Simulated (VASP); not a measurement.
Runs of VASP 6.6.1 on NaCaF3. The structure is that of space group Pm-3m (No. 221), or close to it. The cells are those of the table. 

| level | cell | gap on the mesh (eV) | pressure (GPa) |
| --- | --- | --- | --- |
| r2SCAN | a = 4.291 Å, 5 atoms | 6.12 | 4.5 |
| PBE | a = 4.385 Å, 5 atoms | 5.08 | 1.8 |
| r2SCAN | a = 4.424 Å, 5 atoms | 5.84 | (c) |
| PBE | a = 4.381 Å, 5 atoms | (b) | 2.0 |
| PBE | a = 4.517 Å, 5 atoms | 4.83 | (a) |

Alike in all rows: task single point; potentials or basis VASP PAW PBE potentials, release 64 (Na_pv, Ca_sv, F); no spin polarisation; k mesh 6 × 6 × 6; cutoff (eV) 520; smearing gaussian 0.01 eV.

Q: Estimate the missing entries.

A: (a) -2.3; (b) 5.09; (c) -1.1.

Caveats: the PAW data sets were made with another functional, which shifts forces and pressure a little (some runs).

A k mesh can miss the band edges.
